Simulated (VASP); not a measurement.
# Er3RuC (P6_3/mmc) in VASP: single point with PBE

Aim: the single point of Er3RuC with PBE.

All numbers are computed with VASP 6.6.1; they aren't measurements. Logs are shortened: lines on timing, memory, paths and dates and some standing lists are left out, and cuts for length are marked.

## (1) The cell of the first run

It takes space group P6_3/mmc (No. 194, hexagonal). The conventional cell has a = 6.786 Å, b = 6.786 Å, c = 4.999 Å, α = 90.00°, β = 90.00°, γ = 120.00°. Er (site symmetry mm2) has 2 C at 2.38 Å and 4 Ru at 3.13 to 3.39 Å and 8 Er at 3.22 to 3.52 Å within 3.6 Å. Within 4.2 Å of Ru (site symmetry -6m2) lie 12 Er at 3.13 to 3.39 Å and 6 C at 4.11 Å. Within 3.1 Å of C (site symmetry -3m) lie 6 Er at 2.38 Å and 2 C at 2.50 Å.

The cell was generated, and may not be a known phase.

## (2) Single point, PBE, collinear spin, ferromagnetic start

Contents of INCAR:

```
PREC = Accurate
ENCUT = 600
EDIFF = 1E-6
ISMEAR = 0
SIGMA = 0.1
LREAL = False
LASPH = True
NELM = 200
ALGO = Normal
ISIF = 2
LWAVE = False
LCHARG = False
ISPIN = 2
MAGMOM = 0 0 0 0 0 0 1 1 0 0
LORBIT = 11
LMAXMIX = 6
GGA = PE
NBANDS = 60
GGA_COMPAT = False
```

Contents of KPOINTS:

```
Automatic mesh
0
Gamma
  3 3 4
```

Contents of POSCAR:

```
Er3RuC
1.0
    6.7857054307      0.0000000000      0.0000000000
   -3.3928527153      5.8765932855      0.0000000000
    0.0000000000      0.0000000000      4.9991566083
Er Ru C
6 2 2
Direct
    0.1726873331      0.3453746662      0.2500000000
    0.8273126669      0.1726873331      0.7500000000
    0.6546253338      0.8273126669      0.2500000000
    0.8273126669      0.6546253338      0.7500000000
    0.1726873331      0.8273126669      0.2500000000
    0.3453746662      0.1726873331      0.7500000000
    0.3333333333      0.6666666667      0.7500000000
    0.6666666667      0.3333333333      0.2500000000
    0.0000000000      0.0000000000      0.0000000000
    0.0000000000      0.0000000000      0.5000000000
```

Potentials or basis: VASP PAW PBE potentials, release 64 (Er_3, Ru_pv, C), 4f in core.

The run is started by

```console
$ cat potpaw_PBE.64/Er_3/POTCAR potpaw_PBE.64/Ru_pv/POTCAR potpaw_PBE.64/C/POTCAR > POTCAR
$ mpirun -np 1 vasp_std > vasp.out
```

OUTCAR:

```text
PREC = Accurate
   ENCUT = 600
   EDIFF = 1E-6
   ISMEAR = 0
   LREAL = False
   LASPH = True
   NELM = 200
   ISIF = 2
   ISPIN = 2
   LORBIT = 11
   GGA = PE

 ion  position               nearest neighbor table
   1  0.173  0.345  0.250-   9 2.38  10 2.38   7 3.13   7 3.13   6 3.22   6 3.22   2 3.22   2 3.22
                             5 3.27   3 3.27   8 3.39   8 3.39   5 3.52   3 3.52
   2  0.827  0.173  0.750-   9 2.38  10 2.38   8 3.13   8 3.13   3 3.22   3 3.22   1 3.22   1 3.22
                             4 3.27   6 3.27   7 3.39   7 3.39   4 3.52   6 3.52
   3  0.655  0.827  0.250-   9 2.38  10 2.38   7 3.13   7 3.13   2 3.22   2 3.22   4 3.22   4 3.22
                             1 3.27   5 3.27   8 3.39   8 3.39   1 3.52   5 3.52
   4  0.827  0.655  0.750-   9 2.38  10 2.38   8 3.13   8 3.13   3 3.22   3 3.22   5 3.22   5 3.22
                             2 3.27   6 3.27   7 3.39   7 3.39   2 3.52   6 3.52
   5  0.173  0.827  0.250-   9 2.38  10 2.38   7 3.13   7 3.13   6 3.22   6 3.22   4 3.22   4 3.22
                             1 3.27   3 3.27   8 3.39   8 3.39   1 3.52   3 3.52
   6  0.345  0.173  0.750-   9 2.38  10 2.38   8 3.13   8 3.13   5 3.22   5 3.22   1 3.22   1 3.22
                             4 3.27   2 3.27   7 3.39   7 3.39   4 3.52   2 3.52
   7  0.333  0.667  0.750-   5 3.13   5 3.13   1 3.13   1 3.13   3 3.13   3 3.13   6 3.39   4 3.39
                             2 3.39   2 3.39   6 3.39   4 3.39
   8  0.667  0.333  0.250-   2 3.13   2 3.13   4 3.13   4 3.13   6 3.13   6 3.13   3 3.39   1 3.39
                             5 3.39   5 3.39   3 3.39   1 3.39
   9  0.000  0.000  0.000-   1 2.38   4 2.38   2 2.38   5 2.38   3 2.38   6 2.38
  10  0.000  0.000  0.500-   1 2.38   4 2.38   2 2.38   5 2.38   3 2.38   6 2.38

  LATTYP: Found a hexagonal cell.
 ALAT       =     6.7857054307
 C/A-ratio  =     0.7367187773

  Lattice vectors:

 A1 = (   6.7857054307,   0.0000000000,   0.0000000000)
 A2 = (  -3.3928527153,   5.8765932855,   0.0000000000)
 A3 = (   0.0000000000,   0.0000000000,   4.9991566083)

Analysis of symmetry for initial positions (statically):
=====================================================================
 Subroutine PRICEL returns:
 Original cell was already a primitive cell.

 Routine SETGRP: Setting up the symmetry group for a
 hexagonal supercell.

 Subroutine GETGRP returns: Found 24 space group operations
 (whereof 12 operations were pure point group operations)
 out of a pool of 24 trial point group operations.

The static configuration has the point symmetry D_3d.
 The point group associated with its full space group is D_6h.

Analysis of symmetry for dynamics (positions and initial velocities):
=====================================================================
 Subroutine PRICEL returns:
 Original cell was already a primitive cell.

 Routine SETGRP: Setting up the symmetry group for a
 hexagonal supercell.

 Subroutine GETGRP returns: Found 24 space group operations
 (whereof 12 operations were pure point group operations)
 out of a pool of 24 trial point group operations.

The dynamic configuration has the point symmetry D_3d.
 The point group associated with its full space group is D_6h.

Analysis of structural, dynamic, and magnetic symmetry:
=====================================================================
 Subroutine PRICEL returns:
 Original cell was already a primitive cell.

 Routine SETGRP: Setting up the symmetry group for a
 hexagonal supercell.

 Subroutine GETGRP returns: Found 24 space group operations
 (whereof 12 operations were pure point group operations)
 out of a pool of 24 trial point group operations.

The overall configuration has the point symmetry D_3d.
 The point group associated with its full space group is D_6h.

 Subroutine INISYM returns: Found 24 space group operations
 (whereof 12 operations are pure point group operations),
 and found     1 'primitive' translations

----------------------------------------------------------------------------------------

                                     Primitive cell

  volume of cell :     199.3505

  direct lattice vectors                    reciprocal lattice vectors
     6.785705431  0.000000000  0.000000000     0.147368613  0.085083309  0.000000000
    -3.392852715  5.876593286  0.000000000     0.000000000  0.170166617  0.000000000
     0.000000000  0.000000000  4.999156608     0.000000000  0.000000000  0.200033741

  length of vectors
[... 81 lines left out ...]
   NELM   =    200;   NELMIN=  2; NELMDL= -5     # of ELM steps
   EDIFF  = 0.1E-05   stopping-criterion for ELM
   LREAL  =      F    real-space projection
   EDIFFG = 0.1E-04   stopping-criterion for IOM
   NSW    =      0    number of steps for IOM
   IBRION =     -1    ionic relax: 0-MD 1-quasi-New 2-CG
   NFREE  =      0    steps in history (QN), initial steepest desc. (CG)
   ISIF   =      2    stress and relaxation
   ISYM   =      2    0-nonsym 1-usesym 2-fastsym
   POTIM  = 0.5000    time-step for ionic-motion
   TEBEG  =    0.0;   TEEND  =   0.0 temperature during run
   PSTRESS=    0.0 pullay stress
   NELECT =      90.0000    total number of electrons
   NUPDOWN=      -1.0000    fix difference up-down
   EMIN   =  10.00;   EMAX   =-10.00  energy-range for DOS
   EFERMI =   0.00;   METHOD = LEGACY
   ISMEAR =     0;   SIGMA  =   0.10  broadening in eV -4-tet -1-fermi 0-gaus
   EFERMI_NEDOS =   21; number of points for ismear=-14 and -15
   IALGO  =     38    algorithm
   IMIX   =      4    mixing-type and parameters
     AMIX     =   0.40;   BMIX     =  1.00
     AMIX_MAG =   1.60;   BMIX_MAG =  1.00
  volume/ion in A,a.u.               =      19.94       134.53
  Fermi-wavevector in a.u.,A,eV,Ry     =   1.255885  2.373279 21.459750  1.577247
  Thomas-Fermi vector in A             =   2.389620
   LORBIT       =     11    0 simple, 1 ext, 2 COOP (PROOUT), +10 PAW based schemes
   GGA     = PE    functional components
   LHFCALC =     F    Hartree Fock is set to
   AEXX    =    0.0000 exact exchange contribution
   IVDW    =     0    specifies the selected vdW correction
   LEPSILON=     F    determine dielectric tensor
   LRPA    =     F    only Hartree local field effects (RPA)
 spin polarized calculation
 Gauss-broadening in eV      SIGMA  =   0.10
  energy-cutoff  :      600.00
  volume of cell :      199.35
 maximum number of plane-waves:      6704
 NGX is ok and might be reduce to    54
   NGX = 27   NGY = 27   NGZ = 19

 number of electron      90.0000002 magnetization       0.0001896

 number of electron      90.0000002 magnetization      -0.0003091

 Free energy of the ion-electron system (eV)
  ---------------------------------------------------
  ext. energy  EPLUGINS =         0.00000000
  ---------------------------------------------------
  free energy    TOTEN  =       -64.61554483 eV

  energy without entropy =      -64.58219917  energy(sigma->0) =      -64.59887200

 E-fermi :   4.6858     XC(G=0): -11.0995

 val. band max:        4.6856969389   @ k =   0.3333   0.0000   0.2500
 cond. band min:       4.7070158847   @ k =   0.0000   0.0000   0.0000
 fundamental gap:      0.0213189458
 Fermi energy:         4.6858381364

 spin component 1

 k-point     1 :       0.0000    0.0000    0.0000
  band No.  band energies     occupation
      1     -36.8502      1.00000
      2     -36.8495      1.00000
      3     -36.7660      1.00000
      4     -36.7660      1.00000
      5     -36.7652      1.00000
      6     -36.7652      1.00000
[... 529 lines left out ...]
     56       7.3981      0.00000
     57       7.8769      0.00000
 Fermi energy:         4.6858381364

 spin component 2

 k-point     1 :       0.0000    0.0000    0.0000
  band No.  band energies     occupation
      1     -36.8502      1.00000
      2     -36.8495      1.00000
      3     -36.7660      1.00000
      4     -36.7660      1.00000
      5     -36.7652      1.00000
      6     -36.7652      1.00000
[... 529 lines left out ...]
     56       7.3981      0.00000
     57       7.8769      0.00000
 [bands above 57 left out]

------------------------ aborting loop because EDIFF is reached ----------------------------------------

  FORCE on cell =-STRESS in cart. coord.  units (eV):
  Direction    XX          YY          ZZ          XY          YZ          ZX
  --------------------------------------------------------------------------------------
  -------------------------------------------------------------------------------------
  Total        1.0456692      1.0456692      1.3207436      0.0000000      0.0000000      0.0000000
  in kB        8.4040286      8.4040286     10.6147977      0.0000000      0.0000000      0.0000000
  external PRESSURE =       9.1409516 kB  Pullay stress =       0.0000000 kB

 VOLUME and BASIS-vectors are now :
 -----------------------------------------------------------------------------
  energy-cutoff  :      600.00
  volume of cell :      199.35
      direct lattice vectors                 reciprocal lattice vectors
     6.785705431  0.000000000  0.000000000     0.147368613  0.085083309  0.000000000
    -3.392852715  5.876593286  0.000000000     0.000000000  0.170166617  0.000000000
     0.000000000  0.000000000  4.999156608     0.000000000  0.000000000  0.200033741

 POSITION                                       TOTAL-FORCE (eV/Angst)
 -----------------------------------------------------------------------------------
      0.00000      2.02963      1.24979         0.000000      0.080519     -0.000000
      5.02800      1.01481      3.74937        -0.069731      0.040259      0.000000
      1.63514      4.86178      1.24979        -0.069731     -0.040259     -0.000000
      3.39285      3.84697      3.74937        -0.000000     -0.080519     -0.000000
     -1.63514      4.86178      1.24979         0.069731     -0.040259     -0.000000
      1.75771      1.01481      3.74937         0.069731      0.040259     -0.000000
     -0.00000      3.91773      3.74937         0.000000     -0.000000     -0.000000
      3.39285      1.95886      1.24979        -0.000000      0.000000     -0.000000
      0.00000      0.00000      0.00000        -0.000000      0.000000     -0.000000
      0.00000      0.00000      2.49958        -0.000000      0.000000     -0.000000
 -----------------------------------------------------------------------------------
    total drift:                               -0.000000      0.000000      0.000000

  FREE ENERGIE OF THE ION-ELECTRON SYSTEM (eV)
  ---------------------------------------------------
  free  energy   TOTEN  =       -64.6155448335 eV

  energy  without entropy=      -64.5821991718  energy(sigma->0) =      -64.59887200

 total charge

# of ion       s       p       d       tot
------------------------------------------
    1        0.487   6.852   1.328   8.667
    2        0.487   6.852   1.328   8.667
    3        0.487   6.852   1.328   8.667
    4        0.487   6.852   1.328   8.667
    5        0.487   6.852   1.328   8.667
    6        0.487   6.852   1.328   8.667
    7        0.362   6.074   6.076  12.512
    8        0.362   6.074   6.076  12.512
    9        0.905   1.439   0.000   2.344
   10        0.905   1.439   0.000   2.344
--------------------------------------------------
tot          5.456  56.136  20.120  81.711

 magnetization (x)

# of ion       s       p       d       tot
------------------------------------------
    1        0.000   0.000   0.000   0.000
    2        0.000   0.000   0.000   0.000
    3        0.000   0.000   0.000   0.000
    4        0.000   0.000   0.000   0.000
    5        0.000   0.000   0.000   0.000
    6        0.000   0.000   0.000   0.000
    7       -0.000  -0.000  -0.000  -0.000
    8       -0.000  -0.000  -0.000  -0.000
    9        0.000  -0.000   0.000  -0.000
   10        0.000  -0.000   0.000  -0.000
--------------------------------------------------
tot         -0.000   0.000  -0.000  -0.000
```

Run time: 9.5 min. Hardware: 1 thread of Intel Xeon Platinum 8259CL at 2.50GHz (Skylake/Cascade Lake), shared host; peak memory 0.54 GiB.

Results:

* Free energy: -64.6155 eV
* Pressure: 0.9 GPa
* Largest force: 0.081 eV/Å
* Band gap on the k mesh: zero (filled and empty bands overlap)
* Net moment: 0.00 μB per cell
* Valence electrons inside the program's atomic spheres: Er 8.67; Ru 12.51; C 2.34

Forces on the atoms (eV/Å):
```
Er   0.000  0.081  0.000
Er  -0.070  0.040  0.000
Er  -0.070 -0.040  0.000
Er   0.000 -0.081  0.000
Er   0.070 -0.040  0.000
Er   0.070  0.040  0.000
Ru   0.000  0.000  0.000
Ru   0.000  0.000  0.000
C    0.000  0.000  0.000
C    0.000  0.000  0.000
```

Levels at points of the mesh, in eV from the Fermi level:
Spin up:
| k point | band 41 | band 42 | band 43 | band 44 | band 45 | band 46 | band 47 | band 48 | band 49 | band 50 |
| --- | --- | --- | --- | --- | --- | --- | --- | --- | --- | --- |
| (0.00, 0.00, 0.00) | -0.81 | -0.59 | -0.59 | 0.02 | 0.02 | 0.84 | 1.08 | 1.32 | 1.32 | 1.86 |
| (0.00, 0.00, 0.50) | -0.91 | -0.91 | -0.91 | -0.91 | 0.34 | 0.34 | 1.08 | 1.08 | 1.08 | 1.08 |
Spin down:
```csv
k point,band 41,band 42,band 43,band 44,band 45,band 46,band 47,band 48,band 49,band 50
"(0.00, 0.00, 0.00)",-0.81,-0.59,-0.59,0.02,0.02,0.84,1.08,1.32,1.32,1.86
"(0.00, 0.00, 0.50)",-0.91,-0.91,-0.91,-0.91,0.34,0.34,1.08,1.08,1.08,1.08
```

Caveat: the magnetic or orbital state may not be the lowest; the moments typed at the start vanished in this run; spin-orbit coupling is left out, which moves the levels of the heavy elements; the 4f electrons are frozen in the core, so they carry no moment and show no levels.

The gap in the log of VASP goes by the Fermi energy; the results here count the filled bands.